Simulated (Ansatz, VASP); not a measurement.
Si2Sn in VASP and in Ansatz

```xyz
6
Lattice="-0.0272 5.0247 0.0112 -0.0005 -0.0085 3.8145 6.5193 -0.0451 0.0008" Properties=species:S:1:pos:R:3 pbc="T T T"
Si    1.0761    2.0051   -0.3131
Si    5.4145    2.9764   -0.3113
Si    2.1550    2.9947    1.5970
Si    4.3359    1.9772    1.5935
Sn    3.2601   -0.0282    3.4977
Sn    6.5207   -0.0507    1.5905
```

Change from the starting cell: cell x2, atoms moved at random (sigma 0.1 Å) and cell strained at random (1.5 %), then relaxed without symmetry.

Alike in both runs: functional PBE; k mesh 6 × 6 × 4; occupations gaussian, width 0.2 eV; no spin polarisation.

Ansatz relaxed the structure, and its values are those at the end. VASP's run is a single point on that final structure, the one shown.

```csv
,VASP,Ansatz
version,VASP 6.6.1,Ansatz 0.2.0
potentials or method,"VASP PAW PBE potentials, release 64 (Si, Sn_d), cutoff 520 eV","scalar-relativistic, plane waves, PAW"
valence electrons in the cell,44,44
```

```csv
,VASP,Ansatz,Ansatz less VASP
gap on the k mesh at the Fermi level (eV),none,none,-
pressure (GPa),-0.2,-0.1,+0.10
rms of the force components (eV/Å),0.010,0.008,-0.0012
```

A gap of «none» marks a metal or a gap that the smearing closes.
